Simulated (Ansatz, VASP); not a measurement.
**MgI2 in VASP and in Ansatz**

Contents of POSCAR:

```
MgI2
1.0
    4.1566377674      0.0000000000      0.0000000000
   -2.0783188837      3.5997539009      0.0000000000
    0.0000000000      0.0000000000      6.8756118848
Mg I
1 2
Direct
    0.0000000000      0.0000000000      0.0000000000
    0.3333333333      0.6666666667      0.2425739818
    0.6666666667      0.3333333333      0.7574260182
```

The input INCAR.step1:

```
SYSTEM = MgI2
PREC     = Accurate       ! precision mode
ENCUT    = 520            ! plane-wave cutoff, eV
EDIFF    = 1E-5           ! SCF threshold, eV
ISMEAR   = 0              ! smearing method
SIGMA    = 0.01           ! smearing width, eV
LREAL    = .False.        ! projectors in reciprocal space
LASPH    = .True.         ! aspherical terms in the spheres
NELM     = 80             ! most SCF steps
ALGO     = Normal         ! electronic algorithm
ISIF     = 2              ! what is computed and relaxed
LWAVE    = .True.         ! write WAVECAR
LCHARG   = .False.        ! write CHGCAR
NBANDS   = 15             ! bands
GGA      = PE             ! functional
```

The input INCAR.step2:

```
SYSTEM = MgI2
PREC     = Accurate       ! precision mode
ENCUT    = 520            ! plane-wave cutoff, eV
EDIFF    = 1E-7           ! SCF threshold, eV
ISMEAR   = 0              ! smearing method
SIGMA    = 0.01           ! smearing width, eV
LREAL    = .False.        ! projectors in reciprocal space
LASPH    = .True.         ! aspherical terms in the spheres
NELM     = 80             ! most SCF steps
ALGO     = Normal         ! electronic algorithm
ISIF     = 2              ! what is computed and relaxed
LWAVE    = .False.        ! write WAVECAR
LCHARG   = .False.        ! write CHGCAR
GGA      = PE             ! functional
LHFCALC  = .True.         ! exact exchange
HFSCREEN = 0.2079         ! screening, 1/A
PRECFOCK = Normal       
NBANDS   = 15             ! bands
ISTART   = 1
```

KPOINTS

```
regular mesh
0
Gamma
  6 6 2
  0 0 0
```

Input for Ansatz:

```yaml
crystal:
  lattice:
    - [4.1566377674, 0.0, 0.0]
    - [-2.0783188837, 3.5997539009, 0.0]
    - [0.0, 0.0, 6.8756118848]
  atoms:
    - { symbol: Mg, position: [0.0, 0.0, 0.0] }
    - { symbol: I, position: [0.3333333333, 0.6666666667, 0.2425739818] }
    - { symbol: I, position: [0.6666666667, 0.3333333333, 0.7574260182] }
kpoints:
  mp_grid: { grid: [6, 6, 2] }
hamiltonian:
  xc: hse06
scf:
  occupations: { method: fixed }
  n_extra_bands: 4
output:
  forces: true
  stress: true
  eigenvalues: true
```

Alike in both runs: task single point; functional HSE06; k mesh 6 × 6 × 2; no spin polarisation.

|  | VASP | Ansatz |
| --- | --- | --- |
| version | VASP 6.6.1 | Ansatz 0.2.0 |
| potentials or method | VASP PAW PBE potentials, release 64 (Mg, I) | plane waves, PAW |
| plane-wave cutoff (eV) | 520 | 420 |
| occupations | gaussian, width 0.01 eV | fixed |
| valence electrons in the cell | 16 | 44 |

|  | VASP | Ansatz | Ansatz less VASP |
| --- | --- | --- | --- |
| gap on the k mesh at the Fermi level (eV) | 4.48 | 4.51 | +0.028 |
| pressure (GPa) | 0.3 | 0.4 | +0.13 |
| traceless stress, the component that is largest in VASP (GPa) | 0.11 | 0.10 | -0.008 |
| rms of the force components (eV/Å) | 0.060 | 0.051 | -0.0091 |

Atom by atom the forces differ by 0.009 eV/Å (rms over components). VASP's potentials hold 16 valence electrons a cell and Ansatz's 44, so a difference there can come from the potentials and not from the codes. Ansatz's warnings: stress exchange threshold loose, stress scf threshold loose.

The k mesh is coarse, so the values compare programs but aren't converged. Spin-orbit coupling is off throughout.
